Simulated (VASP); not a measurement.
Input of a VASP 6.6.1 run:

File INCAR:

```
ALGO = Fast ; EDIFF = 1E-6
ENCUT = 520 ; GGA = PS
ISIF = 2 ; ISMEAR = 0
LASPH = T ; LCHARG = F
LREAL = F ; LWAVE = F
NBANDS = 35 ; NELM = 60
PREC = Accurate ; SIGMA = 0.15
```

The input KPOINTS:

```
k-points
0
Gamma
  12 12 12
```

The input POSCAR:

```
Ta2Si
1.0
   -3.1911117883      3.1911117883      2.7214913103
    3.1911117883     -3.1911117883      2.7214913103
    3.1911117883      3.1911117883     -2.7214913103
Ta Si
4 2
Direct
    0.6630661939      0.8369338061      0.5000000000
    0.8369338061      0.3369338061      0.1738676123
    0.3369338061      0.1630661939      0.5000000000
    0.1630661939      0.6630661939      0.8261323878
    0.2500000000      0.2500000000      0.0000000000
    0.7500000000      0.7500000000      0.0000000000
```

Potentials or basis: VASP PAW PBE potentials, release 64 (Ta_pv, Si).

Run with:

```sh
$ cat potpaw_PBE.64/Ta_pv/POTCAR potpaw_PBE.64/Si/POTCAR > POTCAR
$ mpirun -np 1 vasp_std > vasp.out
```

(1) Estimate the band gap on the k mesh.

(2) What does it give for the pressure?

(3) Predict the largest force.

## Answers

(1) zero (bands 26 and 27 overlap by 0.67 eV).

(2) -25.3 GPa.

(3) 0.170 eV/Å.

Caveat: the cell differs from its parent crystal (strain +0.040 along x and y, +0.080 along z); the cell stands under tension; the PAW data sets were made with another functional, which shifts forces and pressure a little; spin-orbit coupling is left out, which moves the levels of the heavy elements.
